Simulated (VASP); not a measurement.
# Al32Cu (a cell with a defect) in VASP: notebook, part 2 of 2

VASP 6.6.1. Earlier steps stand in the parts before.

## Step 3: Single point, PBEsol

Contents of INCAR:

```
SYSTEM = Al32Cu
ALGO = Normal
EDIFF = 1E-6
ENCUT = 520
GGA = PS
ISIF = 2
ISMEAR = -1
LASPH = .TRUE.
LCHARG = .FALSE.
LREAL = Auto
LWAVE = .FALSE.
NBANDS = 76
NELM = 60
PREC = Accurate
SIGMA = 0.05
```

Contents of KPOINTS:

```
k-points
0
G
  2 2 2
  0 0 0
```

Contents of POSCAR:

```
Al32Cu
1.0
    8.1000000000      0.0000000000      0.0000000000
    0.0000000000      8.1000000000      0.0000000000
    0.0000000000      0.0000000000      8.1000000000
Al Cu
32 1
Direct
    0.4615412125     -0.0002998322      0.0001280019
    0.7503896843      0.2886575453      0.0001245832
    0.7504159015     -0.0003050525      0.2891450550
    0.0395979340     -0.0003091489      0.0001243327
    0.2504655301      0.2595683253      0.0001458179
    0.4905532913      0.4996851903      0.0001447777
    0.7504269431      0.7105970509      0.0001254466
    0.2504544897     -0.0003625893      0.2600120228
    0.4964817371      0.2536515460      0.2541228759
    0.7504880009      0.4996848032      0.2600088942
    0.4905575866     -0.0003557870      0.5001178288
    0.7504827458      0.2595651788      0.5001198735
    0.7503943381     -0.0002938891      0.7111173874
    0.0103030395      0.4996684257      0.0001464328
    0.2504606236      0.7398071409      0.0001471375
    0.0043572514      0.2535532073      0.2540202335
    0.2503986131      0.4997030235      0.2533779076
    0.4965448372      0.7457370456      0.2540566147
    0.0102889586     -0.0003621064      0.5001299369
    0.2503854195      0.2529113665      0.5001214518
    0.4972085257      0.4997169693      0.5001196293
    0.7504892361      0.7398245708      0.5001253410
    0.2504615886     -0.0003608737      0.7402396699
    0.4964595195      0.2536738197      0.7461242489
    0.7504856735      0.4996825196      0.7402398857
    0.0043165183      0.7458181818      0.2539672360
    0.0036797143      0.4997099011      0.5001222948
    0.2503953156      0.7464300498      0.5001240157
    0.0043699407      0.2535699455      0.7462314732
    0.2503940694      0.4997061238      0.7468916494
    0.4965274587      0.7457209034      0.7461945428
    0.0043246783      0.7458074640      0.7462885951
   -0.2493901965      0.9996057309      0.0001388659
```

Potentials or basis: VASP PAW PBE potentials, release 64 (Al, Cu).

The run is started by

```
$ cat potpaw_PBE.64/Al/POTCAR potpaw_PBE.64/Cu/POTCAR > POTCAR
$ mpirun -np 1 vasp_std > vasp.out
```

OUTCAR:

```text
SYSTEM = Al32Cu
   EDIFF = 1E-6
   ENCUT = 520
   GGA = PS
   ISIF = 2
   ISMEAR = -1
   LASPH = .TRUE.
   LREAL = Auto
   NELM = 60
   PREC = Accurate

 ion  position               nearest neighbor table
   1  0.462  1.000  0.000-  33 2.34   5 2.71  23 2.71   8 2.71  15 2.71  18 2.92  31 2.92   9 2.92
                            24 2.92   2 3.31  13 3.31   3 3.31   7 3.31
   2  0.750  0.289  0.000-  33 2.34   6 2.71  25 2.71  10 2.71  14 2.71  16 2.92  29 2.92   9 2.92
                            24 2.92   1 3.31  13 3.31   3 3.31   4 3.31
   3  0.750  1.000  0.289-  33 2.34  11 2.71  12 2.71  22 2.71  19 2.71  26 2.92  16 2.92  18 2.92
                             9 2.92   1 3.31   2 3.31   7 3.31   4 3.31
   4  0.040  1.000  0.000-  33 2.34   5 2.71   8 2.71  15 2.71  23 2.71  26 2.92  32 2.92  16 2.92
                            29 2.92   2 3.31   3 3.31  13 3.31   7 3.31
   5  0.250  0.260  0.000-   4 2.71   1 2.71   6 2.75  14 2.75  17 2.83  30 2.83  16 2.86   9 2.86
                            29 2.86  24 2.86   8 2.98  23 2.98
   6  0.491  0.500  0.000-   7 2.71   2 2.71   5 2.75  15 2.75  17 2.83  30 2.83  18 2.86  31 2.86
                             9 2.86  24 2.86  10 2.98  25 2.98
   7  0.750  0.711  0.000-  33 2.34   6 2.71  10 2.71  25 2.71  14 2.71  26 2.92  32 2.92  18 2.92
                            31 2.92   1 3.31  13 3.31   3 3.31   4 3.31
   8  0.250  1.000  0.260-   4 2.71   1 2.71  11 2.75  19 2.75  28 2.83  20 2.83  26 2.86  18 2.86
[... 827 lines left out ...]
     65      11.3361      0.00000
 [bands above 65 left out]

------------------------ aborting loop because EDIFF is reached ----------------------------------------

  FORCE on cell =-STRESS in cart. coord.  units (eV):
  Direction    XX          YY          ZZ          XY          YZ          ZX
  --------------------------------------------------------------------------------------
  -------------------------------------------------------------------------------------
  Total        4.3686708      4.3670922      4.3761548     -0.0076013     -0.0039783      0.0024845
  in kB       13.1705782     13.1658191     13.1931408     -0.0229163     -0.0119938      0.0074901
  external PRESSURE =      13.1765127 kB  Pullay stress =       0.0000000 kB

 VOLUME and BASIS-vectors are now :
 -----------------------------------------------------------------------------
  energy-cutoff  :      520.00
  volume of cell :      531.44
      direct lattice vectors                 reciprocal lattice vectors
     8.100000000  0.000000000  0.000000000     0.123456790  0.000000000  0.000000000
     0.000000000  8.100000000  0.000000000     0.000000000  0.123456790  0.000000000
     0.000000000  0.000000000  8.100000000     0.000000000  0.000000000  0.123456790

 POSITION                                       TOTAL-FORCE (eV/Angst)
 -----------------------------------------------------------------------------------
      3.73848      8.09757      0.00104        -0.017973      0.001612     -0.000561
      6.07816      2.33813      0.00101        -0.001441      0.016046     -0.000057
      6.07837      8.09753      2.34207         0.000102      0.000549      0.017713
      0.32074      8.09750      0.00101         0.017486     -0.000926      0.000179
      2.02877      2.10250      0.00118         0.002915     -0.009681     -0.000807
      3.97348      4.04745      0.00117         0.009187     -0.002065     -0.000027
[... 25 lines left out ...]
      0.03503      6.04104      6.04494        -0.006558      0.006883      0.006510
      6.07994      8.09681      0.00112        -0.001881      0.001078     -0.000688
 -----------------------------------------------------------------------------------
    total drift:                                0.020261     -0.011203      0.009327

  FREE ENERGIE OF THE ION-ELECTRON SYSTEM (eV)
  ---------------------------------------------------
  free  energy   TOTEN  =      -134.5166833796 eV

  energy  without entropy=     -134.3944625227  energy(sigma->0) =     -134.45557295
```

OSZICAR:

```text
N       E                     dE             d eps       ncg     rms          rms(c)
DAV:   1     0.295184141803E+03    0.29518E+03   -0.36689E+04  1216   0.116E+03
DAV:   2    -0.979736898838E+02   -0.39316E+03   -0.36264E+03  1236   0.202E+02
DAV:   3    -0.136906517170E+03   -0.38933E+02   -0.35230E+02  1584   0.618E+01
DAV:   4    -0.138883374342E+03   -0.19769E+01   -0.19368E+01  1648   0.126E+01
DAV:   5    -0.138958622076E+03   -0.75248E-01   -0.75009E-01  1640   0.249E+00    0.221E+01
DAV:   6    -0.145804565914E+03   -0.68459E+01   -0.18577E+02  1616   0.141E+02    0.194E+01
DAV:   7    -0.135535741761E+03    0.10269E+02   -0.64844E+01  1608   0.318E+01    0.646E+00
DAV:   8    -0.134796095895E+03    0.73965E+00   -0.12132E+01  1728   0.314E+01    0.420E+00
DAV:   9    -0.134591792613E+03    0.20430E+00   -0.96687E-01  1840   0.769E+00    0.194E+00
DAV:  10    -0.134514314772E+03    0.77478E-01   -0.44290E-01  1776   0.722E+00    0.371E-01
DAV:  11    -0.134516833816E+03   -0.25190E-02   -0.51374E-02  1776   0.920E-01    0.170E-01
DAV:  12    -0.134518151445E+03   -0.13176E-02   -0.39095E-03  1816   0.746E-01    0.272E-01
DAV:  13    -0.134516793838E+03    0.13576E-02   -0.28345E-03  1688   0.671E-01    0.926E-02
DAV:  14    -0.134516689932E+03    0.10391E-03   -0.82356E-04  1832   0.199E-01    0.246E-02
DAV:  15    -0.134516683582E+03    0.63505E-05   -0.62796E-05  1856   0.575E-02    0.591E-03
DAV:  16    -0.134516683380E+03    0.20206E-06   -0.74322E-06  1688   0.304E-02
   1 F= -.13451668E+03 E0= -.13445557E+03  d E =-.122221E+00
```

stdout:

```text
POSCAR found type information on POSCAR AlCu
 POSCAR found :  2 types and      33 ions
 scaLAPACK will be used
 -----------------------------------------------------------------------------
|                                                                             |
|                                                                             |
|     You enforced a specific xc type in the INCAR file but a different       |
|     I HOPE YOU KNOW WHAT YOU ARE DOING!                                     |
|                                                                             |
 -----------------------------------------------------------------------------

 LDA part: xc-table for (Slater+PW92), standard interpolation
 POSCAR, INCAR and KPOINTS ok, starting setup
 FFT: planning ... GRIDC
 FFT: planning ... GRID_SOFT
 FFT: planning ... GRID
 WAVECAR not read
 entering main loop
```

It took 5.3 min on 1 thread of AMD EPYC 9R45 (Zen 5), shared host; peak memory 0.55 GiB.

What came out:

```
Free energy            : -134.5167 eV
Pressure               : 1.3 GPa
Largest force          : 0.018 eV/Å
Band gap on the k mesh : zero (an odd number of electrons rules out a gap without spin polarisation)
```

Forces on the atoms (eV/Å):
```
Al  -0.018  0.002 -0.001
Al  -0.001  0.016  0.000
Al   0.000  0.001  0.018
Al   0.017 -0.001  0.000
Al   0.003 -0.010 -0.001
Al   0.009 -0.002  0.000
Al   0.001 -0.017  0.000
Al   0.002  0.001 -0.011
Al   0.008 -0.008 -0.008
Al   0.000 -0.001 -0.011
Al   0.009 -0.001  0.000
Al   0.001 -0.010  0.000
Al  -0.001  0.001 -0.018
Al  -0.010 -0.002  0.000
Al   0.001  0.011  0.000
Al  -0.007 -0.006 -0.006
Al   0.000 -0.001 -0.005
Al   0.006  0.007 -0.007
Al  -0.010  0.000  0.001
Al   0.000 -0.002  0.000
Al   0.002  0.001  0.000
Al   0.000  0.011  0.001
Al   0.003  0.000  0.010
Al   0.008 -0.008  0.009
Al   0.001 -0.001  0.009
Al  -0.007  0.007 -0.007
Al  -0.006 -0.001  0.001
Al   0.000  0.005  0.001
Al  -0.008 -0.007  0.007
Al  -0.001  0.000  0.002
Al   0.007  0.008  0.008
Al  -0.007  0.007  0.007
Cu  -0.002  0.001 -0.001
```

Caveat: the k points lie up to 0.39 Å⁻¹ apart, too coarse for converged energies and pressures of a metal; the PAW data sets were made with another functional, which shifts forces and pressure a little.

## Step 4: Single point, PBEsol

Contents of INCAR:

```
SYSTEM = Al32Cu
  PREC = Accurate
  ENCUT = 520
  EDIFF = 1E-6
  ISMEAR = -1
  SIGMA = 0.05
  LREAL = Auto
  LASPH = .TRUE.
  NELM = 100
  ALGO = Normal
  ISIF = 2
  LWAVE = .FALSE.
  LCHARG = .TRUE.
  GGA = PS
  LELF = .TRUE.
  LVHAR = .TRUE.
  NBANDS = 76
```

Contents of KPOINTS:

```
Automatic mesh
0
G
  2 2 2
  0 0 0
```

Contents of POSCAR:

```
Al32Cu
1.0
    8.1000000000      0.0000000000      0.0000000000
    0.0000000000      8.1000000000      0.0000000000
    0.0000000000      0.0000000000      8.1000000000
Al Cu
32 1
Direct
    0.5002862963      0.0095408642      0.0001141975
    0.7405813580      0.2506272840      0.0001188889
    0.7468767901      0.0035381481      0.2534322222
   -0.0001260494      0.0406196296     -0.0001609877
    0.2594985185      0.2506070370      0.0001148148
    0.5002971605      0.4906266667      0.0001220988
    0.7117275309      0.7498074074     -0.0001132099
    0.2531156790      0.0032649383      0.2531580247
    0.4999869136      0.2499745679      0.2527107407
    0.7463504938      0.4964961728      0.2539491358
    0.4999841975      0.0027593827      0.4999832099
    0.7474477778      0.2499935802      0.4999990123
    0.7465435802      0.0038640741      0.7465870370
   -0.0000750617      0.4625539506     -0.0000967901
    0.2897732099      0.7497658025     -0.0001411111
    0.0000848148      0.2506041975      0.2595134568
    0.2536724691      0.4967380247      0.2537140741
    0.5002879012      0.7501792593      0.2595123457
    0.0000841975      0.0095416049      0.5003739506
    0.2526880247      0.2499764198      0.4999880247
    0.5000019753      0.4975290123      0.5000061728
    0.7405837037      0.7501862963      0.5003879012
    0.2534683951      0.0036156790      0.7468416049
    0.4999979012      0.2499967901      0.7474732099
    0.7460671605      0.4962093827      0.7461086420
   -0.0001145679      0.7497581481      0.2900025926
    0.0000903704      0.4906235802      0.5003891358
    0.2594981481      0.7501792593      0.5003774074
    0.0000886420      0.2506288889      0.7405950617
    0.2539741975      0.4964275309      0.7463250617
    0.5002967901      0.7501881481      0.7406006173
   -0.0000850617      0.7498130864      0.7119537037
    0.0009207407      0.7519456790      0.0011986420
```

Potentials or basis: VASP PAW PBE potentials, release 64 (Al, Cu).

The run is started by

```
$ cat potpaw_PBE.64/Al/POTCAR potpaw_PBE.64/Cu/POTCAR > POTCAR
$ mpirun -np 1 vasp_std > vasp.out
```

OUTCAR:

```text
SYSTEM = Al32Cu
   PREC = Accurate
   ENCUT = 520
   EDIFF = 1E-6
   ISMEAR = -1
   LREAL = Auto
   LASPH = .TRUE.
   NELM = 100
   ISIF = 2
   GGA = PS

 ion  position               nearest neighbor table
   1  0.500  0.010  0.000-  15 2.71   7 2.71   2 2.76   5 2.76   9 2.82  24 2.83  13 2.86   3 2.86
                            23 2.86   8 2.87  18 2.97  31 2.97
   2  0.741  0.251  0.000-   4 2.70  14 2.71   6 2.75   1 2.76   9 2.83  24 2.83  25 2.86  10 2.86
                            13 2.87   3 2.87  16 2.97  29 2.97
   3  0.747  0.004  0.253-  12 2.82   9 2.83  11 2.83   1 2.86  18 2.86  19 2.87  16 2.87  22 2.87
                             2 2.87   4 2.92  26 2.92   7 2.92
[... 846 lines left out ...]
  in kB       13.1701210     13.1753514     13.1710740     -0.0168913     -0.0196662     -0.0173189
  external PRESSURE =      13.1721822 kB  Pullay stress =       0.0000000 kB

 VOLUME and BASIS-vectors are now :
 -----------------------------------------------------------------------------
  energy-cutoff  :      520.00
  volume of cell :      531.44
      direct lattice vectors                 reciprocal lattice vectors
     8.100000000  0.000000000  0.000000000     0.123456790  0.000000000  0.000000000
     0.000000000  8.100000000  0.000000000     0.000000000  0.123456790  0.000000000
     0.000000000  0.000000000  8.100000000     0.000000000  0.000000000  0.123456790

 POSITION                                       TOTAL-FORCE (eV/Angst)
 -----------------------------------------------------------------------------------
      4.05232      0.07728      0.00092         0.002150      0.016540      0.000671
      5.99871      2.03008      0.00096        -0.014432      0.003017     -0.000374
      6.04970      0.02866      2.05280        -0.006193      0.005607      0.005340
      8.09898      0.32902      8.09870        -0.000378     -0.008388      0.000093
      2.10194      2.02992      0.00093         0.015732      0.003387     -0.000531
      4.05241      3.97408      0.00099         0.002313     -0.012206      0.000239
[... 25 lines left out ...]
      8.09931      6.07349      5.76682        -0.000086      0.000117     -0.005749
      0.00746      6.09076      0.00971        -0.004358     -0.008983     -0.005450
 -----------------------------------------------------------------------------------
    total drift:                                0.010128      0.016389      0.010670

  FREE ENERGIE OF THE ION-ELECTRON SYSTEM (eV)
  ---------------------------------------------------
  free  energy   TOTEN  =      -134.5161382469 eV

  energy  without entropy=     -134.3946992449  energy(sigma->0) =     -134.45541875
```

OSZICAR:

```text
N       E                     dE             d eps       ncg     rms          rms(c)
DAV:   1     0.296724207200E+03    0.29672E+03   -0.36686E+04  1216   0.116E+03
DAV:   2    -0.980691149319E+02   -0.39479E+03   -0.36300E+03  1248   0.202E+02
DAV:   3    -0.136964365392E+03   -0.38895E+02   -0.35192E+02  1592   0.616E+01
DAV:   4    -0.138889977914E+03   -0.19256E+01   -0.18903E+01  1664   0.125E+01
DAV:   5    -0.138957307165E+03   -0.67329E-01   -0.67205E-01  1624   0.239E+00    0.222E+01
DAV:   6    -0.145986965271E+03   -0.70297E+01   -0.19017E+02  1660   0.153E+02    0.196E+01
DAV:   7    -0.135549372916E+03    0.10438E+02   -0.65974E+01  1664   0.307E+01    0.647E+00
DAV:   8    -0.134873289467E+03    0.67608E+00   -0.13155E+01  1728   0.335E+01    0.474E+00
DAV:   9    -0.134553738783E+03    0.31955E+00   -0.12582E+00  1832   0.114E+01    0.145E+00
DAV:  10    -0.134515613431E+03    0.38125E-01   -0.29261E-01  1848   0.476E+00    0.261E-01
DAV:  11    -0.134516621776E+03   -0.10083E-02   -0.24974E-02  1852   0.577E-01    0.201E-01
DAV:  12    -0.134516681121E+03   -0.59345E-04   -0.57679E-04  1836   0.101E-01    0.188E-01
DAV:  13    -0.134516493248E+03    0.18787E-03   -0.10956E-04  1780   0.113E-01    0.138E-01
DAV:  14    -0.134516120726E+03    0.37252E-03   -0.14020E-03  1760   0.438E-01    0.142E-02
DAV:  15    -0.134516137980E+03   -0.17254E-04   -0.18443E-04  1376   0.312E-02    0.469E-03
DAV:  16    -0.134516138247E+03   -0.26672E-06   -0.63959E-06  1440   0.182E-02
   1 F= -.13451614E+03 E0= -.13445542E+03  d E =-.121439E+00
```

stdout:

```text
POSCAR found type information on POSCAR AlCu
 POSCAR found :  2 types and      33 ions
 scaLAPACK will be used
 -----------------------------------------------------------------------------
|                                                                             |
|                                                                             |
|     You enforced a specific xc type in the INCAR file but a different       |
|     I HOPE YOU KNOW WHAT YOU ARE DOING!                                     |
|                                                                             |
 -----------------------------------------------------------------------------

 LDA part: xc-table for (Slater+PW92), standard interpolation
 POSCAR, INCAR and KPOINTS ok, starting setup
 FFT: planning ... GRIDC
 FFT: planning ... GRID_SOFT
 FFT: planning ... GRID
 WAVECAR not read
 entering main loop
```

It took 5.7 min on 1 thread of AMD EPYC 9R45 (Zen 5), shared host; peak memory 0.55 GiB.

Results:

| Item | Value |
| --- | --- |
| Free energy | -134.5161 eV |
| Pressure | 1.3 GPa |
| Largest force | 0.026 eV/Å |
| Band gap on the k mesh | zero (an odd number of electrons rules out a gap without spin polarisation) |

Forces on the atoms (eV/Å):
```
Al   0.002  0.017  0.001
Al  -0.014  0.003  0.000
Al  -0.006  0.006  0.005
Al   0.000 -0.008  0.000
Al   0.016  0.003 -0.001
Al   0.002 -0.012  0.000
Al  -0.003  0.000  0.000
Al   0.008  0.007  0.007
Al  -0.001 -0.001  0.023
Al  -0.001 -0.001 -0.001
Al  -0.001  0.023 -0.001
Al  -0.026 -0.001 -0.001
Al  -0.003  0.001 -0.003
Al   0.000 -0.010  0.001
Al  -0.004  0.000 -0.001
Al   0.000  0.003  0.016
Al   0.002 -0.004  0.002
Al   0.002  0.001  0.015
Al   0.000  0.016  0.003
Al   0.024 -0.001 -0.001
Al   0.000 -0.026  0.000
Al  -0.014  0.001  0.003
Al   0.004  0.005 -0.006
Al  -0.001 -0.001 -0.026
Al   0.002  0.001  0.002
Al   0.000 -0.001 -0.005
Al   0.000 -0.012  0.003
Al   0.015  0.001  0.002
Al   0.000  0.003 -0.014
Al  -0.002 -0.001 -0.001
Al   0.002  0.000 -0.014
Al   0.000  0.000 -0.006
Cu  -0.004 -0.009 -0.005
```

Levels at points of the mesh, in eV from the Fermi level:
```tsv
k point	band 50	band 51	band 52	band 53	band 54	band 55	band 56	band 57
(0.00, 0.00, 0.00)	-0.25	0.18	0.18	0.53	0.55	0.55	0.55	1.24
(0.50, 0.00, 0.00)	-0.13	-0.13	-0.13	-0.11	-0.06	-0.06	0.01	0.61
(0.00, 0.50, 0.00)	-0.13	-0.13	-0.13	-0.11	-0.06	-0.06	0.01	0.61
(0.00, 0.00, 0.50)	-0.13	-0.13	-0.13	-0.11	-0.06	-0.06	0.01	0.61
(0.50, 0.50, 0.00)	-0.22	-0.22	-0.20	0.28	0.84	0.84	0.94	1.08
(0.00, 0.50, 0.50)	-0.22	-0.22	-0.20	0.28	0.84	0.84	0.94	1.08
(0.50, 0.00, 0.50)	-0.22	-0.22	-0.20	0.28	0.84	0.84	0.94	1.08
(0.50, 0.50, 0.50)	-0.50	-0.50	-0.46	-0.46	-0.46	-0.42	-0.42	-0.37
```

Caveat: the k points lie up to 0.39 Å⁻¹ apart, too coarse for converged energies and pressures of a metal; the PAW data sets were made with another functional, which shifts forces and pressure a little.
